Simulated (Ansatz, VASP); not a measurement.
One calculation of Ir, two programs

INCAR

```
SYSTEM = Ir
PREC = Accurate
ENCUT = 520
EDIFF = 1E-7
ISMEAR = -1
SIGMA = 0.1
LREAL = .FALSE.
LASPH = .TRUE.
NELM = 60
ALGO = Normal
ISIF = 2
LWAVE = .FALSE.
LCHARG = .FALSE.
GGA = RP
NBANDS = 26
```

KPOINTS

```
regular mesh
0
G
  15 15 4
  0 0 0
```

The input POSCAR:

```
Ir
1.0
    2.8219700787      0.0000000000      0.0000000000
   -1.4109850393      2.4438977768      0.0000000000
    0.0000000000      0.0000000000      9.2188642177
Ir
4
Direct
    1.0000000000      1.0000000000      1.0000000000
    1.0000000000      1.0000000000      0.5000000000
    0.3333333333      0.6666666667      0.2500000000
    0.6666666667      0.3333333333      0.7500000000
```

Input for Ansatz:

```yaml
crystal:
  lattice:
    - [2.8219700787, 0.0, 0.0]
    - [-1.4109850393, 2.4438977768, 0.0]
    - [0.0, 0.0, 9.2188642177]
  atoms:
    - { symbol: Ir, position: [1.0, 1.0, 1.0] }
    - { symbol: Ir, position: [1.0, 1.0, 0.5] }
    - { symbol: Ir, position: [0.3333333333, 0.6666666667, 0.25] }
    - { symbol: Ir, position: [0.6666666667, 0.3333333333, 0.75] }
hamiltonian:
  xc: rpbe
  pseudopotentials:
    kind: paw
    azcp:
      Ir: "pseudopotentials/Ir.paw.azcp"
basis:
  ecutwfc: 420
  fft_grid_basis: typed
kpoints:
  mp_grid: { grid: [15, 15, 4], shift: [0, 0, 0] }
magnetization:
  spin_polarized: false
scf:
  occupations: { method: fermi_dirac, width: 0.1 }
  lower_state_search: "off"
output:
  stress: true
```

Alike in both runs: task single point; functional RPBE; k mesh 15 × 15 × 4; occupations fermi-dirac, width 0.1 eV; no spin polarisation.

```csv
,VASP,Ansatz
version,VASP 6.6.1,Ansatz 0.2.0
potentials or method,"VASP PAW PBE potentials, release 64 (Ir), cutoff 520 eV","plane waves (420 eV) with PAW, scalar-relativistic"
valence electrons in the cell,36,68
```

```csv
,VASP,Ansatz,Ansatz less VASP
pressure (GPa),-20.6,-20.8,-0.21
"traceless stress, the component that is largest in VASP (GPa)",-0.09,-0.10,-0.014
```

VASP's potentials were made for PBE, not for RPBE. VASP's potentials hold 36 valence electrons a cell and Ansatz's 68, so a difference there can come from the potentials and not from the codes.

Spin-orbit coupling is off throughout.
